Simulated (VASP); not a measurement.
A run of VASP 6.6.1:

Contents of INCAR:

```
SYSTEM = Si
ALGO = Normal ; EDIFF = 1E-6
EDIFFG = -0.03 ; ENCUT = 520
GGA = PS ; IBRION = 2
ISIF = 2 ; ISMEAR = -1
LASPH = .True. ; LCHARG = .False.
LREAL = Auto ; LWAVE = .False.
NELM = 100 ; NSW = 80
PREC = Accurate ; SIGMA = 0.05
```

The input KPOINTS:

```
k-points
0
Gamma
  2 2 2
  0 0 0
```

Contents of POSCAR:

```
Si
1.0
    0.0000000000      5.4300000000      5.4300000000
    5.4300000000      0.0000000000      5.4300000000
    5.4300000000      5.4300000000      0.0000000000
Si
17
Direct
    0.0000000000      0.0000000000      0.0000000000
    0.1250000000      0.1250000000      0.1250000000
    0.0000000000      0.0000000000      0.5000000000
    0.1250000000      0.1250000000      0.6250000000
    0.0000000000      0.5000000000      0.0000000000
    0.1250000000      0.6250000000      0.1250000000
    0.0000000000      0.5000000000      0.5000000000
    0.1250000000      0.6250000000      0.6250000000
    0.5000000000      0.0000000000      0.0000000000
    0.6250000000      0.1250000000      0.1250000000
    0.5000000000      0.0000000000      0.5000000000
    0.6250000000      0.1250000000      0.6250000000
    0.5000000000      0.5000000000      0.0000000000
    0.6250000000      0.6250000000      0.1250000000
    0.5000000000      0.5000000000      0.5000000000
    0.6250000000      0.6250000000      0.6250000000
    0.3789371100      0.3703535800      0.3765985200
```

Potentials or basis: VASP PAW PBE potentials, release 64 (Si).

Launch:

```bash
$ cat potpaw_PBE.64/Si/POTCAR > POTCAR
$ mpirun -np 1 vasp_std > vasp.out
```

Hardware: 1 thread of Oxide Virtual Turin-like Processor, on a shared host.

Question: Estimate the wall time of this run.

Answer: Wall time 8.4 min on 1 thread of Oxide Virtual Turin-like Processor, with other jobs on the host, peak memory 0.48 GiB. Counts: scf iterations 40, k points 8, ion steps 6.
